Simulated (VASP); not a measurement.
**Al3In5N8: single point with PBEsol**

The system is Al3In5N8.

```xyz
16
Lattice="0.0000 0.0099 -5.4084 -6.7267 0.0000 0.0000 3.3633 5.8846 -0.0106" Properties=species:S:1:pos:R:3 pbc="T T T"
Al   -3.3296    1.9551   -0.0156
Al   -0.0338    1.9551   -0.0156
Al   -1.6817    1.0163   -2.7325
In   -1.6817    4.9240   -0.0373
In    1.6817    4.9858   -0.0277
In   -5.0450    1.0398   -2.7220
In    0.0140    3.8535   -2.7280
In   -3.3774    3.8535   -2.7280
N    -3.2120    1.8547   -3.5180
N    -0.1513    1.8547   -3.5180
N    -1.6817    4.9203   -3.3194
N     1.6817    5.0791   -3.2749
N    -1.6817    1.1624   -0.7834
N    -5.0450    1.1603   -0.5428
N     0.0203    3.7560   -0.5819
N    -3.3836    3.7560   -0.5819
```

| Property | Result |
| --- | --- |
| Program | VASP 6.6.1 |
| Task | single point |
| Functional | PBEsol |
| Potentials or basis | VASP PAW PBE potentials, release 64 (Al, In_d, N) |
| Cutoff | 520 eV |
| k mesh | 4 × 3 × 3 |
| Occupations | gaussian, width 0.1 eV |
| Spin | no spin polarisation |
| Dipole correction | no |
| Further INCAR settings | LREAL = Auto; ALGO = Normal; EDIFF = 1e-07; NBANDS = 71 |

```
Pressure               : 0.1 GPa
Largest force          : 0.030 eV/Å
Band gap on the k mesh : 0.77 eV
```

Forces on the atoms (eV/Å):
```
Al   0.016 -0.004  0.002
Al  -0.016 -0.004  0.002
Al   0.000  0.013  0.011
In   0.000 -0.015  0.006
In   0.000  0.004 -0.023
In   0.000 -0.009 -0.020
In  -0.002  0.000 -0.004
In   0.002  0.000 -0.004
N    0.007 -0.001 -0.016
N   -0.007 -0.001 -0.016
N    0.000  0.004  0.009
N    0.000  0.020  0.022
N    0.000  0.010 -0.018
N    0.000  0.019  0.023
N    0.000 -0.018  0.014
N    0.000 -0.018  0.014
```

Stress tensor (GPa, compression positive):
```
 0.08  0.00  0.00
 0.00  0.20 -0.03
 0.00 -0.03  0.14
```

Levels at points of the mesh, in eV from the valence-band top:
```
           k point  band 54  band 55  band 56  band 57  band 58  band 59  band 60  band 61
(0.00, 0.00, 0.00)    -0.70    -0.39    -0.23     0.00     0.77     3.17     3.92     4.23
(0.50, 0.00, 0.00)    -0.89    -0.53    -0.47    -0.36     2.87     3.04     3.40     3.57
```

It took 6.4 min on 1 thread of Intel(R) Xeon(R) Platinum 8259CL CPU @ 2.50GHz (Skylake/Cascade Lake), on a shared host, peak memory 0.38 GiB.

Caveat: the PAW data sets were made with another functional, which shifts forces and pressure a little; spin-orbit coupling is left out, which moves the levels of the heavy elements.
